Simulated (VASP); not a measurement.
Write the native input for VASP 6.6.1 that does the following.

```yaml
Task: single point
Functional: PBEsol
Dispersion: D3(BJ)
Potentials_or_basis: VASP PAW PBE potentials, release 64 (W_sv, S)
Cutoff: 520 eV
k_mesh: 12 × 12 × 12
Occupations: gaussian, width 0.02 eV
Spin: no spin polarisation
Dipole_correction: no
Further_INCAR_settings: ALGO = Normal; EDIFF = 1e-06; NBANDS = 20
```

The structure of WS2 lies in POSCAR:

```
WS2
1.0
    1.5715514589      0.9073356579      6.1027284242
   -1.5715514589      0.9073356579      6.1027284242
    0.0000000000     -1.8146713157      6.1027284242
W S
1 2
Direct
    0.0006621757      0.0006621757      0.0006621757
    0.2484538202      0.2484538202      0.2484538202
    0.4195840041      0.4195840041      0.4195840041
```

This cell differs from its parent crystal: volume scaled by 1.06, then relaxed in part.

The input as run:

INCAR

```
SYSTEM = WS2
PREC = Accurate ; ENCUT = 520
EDIFF = 1E-6 ; ISMEAR = 0
SIGMA = 0.02 ; LREAL = .FALSE.
LASPH = .TRUE. ; NELM = 80
ALGO = Normal ; ISIF = 2
LWAVE = .FALSE. ; LCHARG = .FALSE.
GGA = PS ; IVDW = 12
NBANDS = 20
```

KPOINTS

```
Automatic mesh
0
G
  12 12 12
  0 0 0
```

Potentials or basis: VASP PAW PBE potentials, release 64 (W_sv, S).

Command:

```console
$ cat potpaw_PBE.64/W_sv/POTCAR potpaw_PBE.64/S/POTCAR > POTCAR
$ mpirun -np 1 vasp_std > vasp.out
```

It gave:

| Quantity | Value |
| --- | --- |
| Pressure | -2.7 GPa |
| Largest force | 0.024 eV/Å |
| Band gap on the k mesh | 0.95 eV, indirect (least direct gap 1.95 eV) |
| Dispersion energy per atom | -0.393 eV |

Caveat: the PAW data sets were made with another functional, which shifts forces and pressure a little; spin-orbit coupling is left out, which moves the levels of the heavy elements.

It took 6.3 min on 1 thread of AMD EPYC 9R45 96-Core Processor (Zen 5) (shared host), peak memory 0.41 GiB.
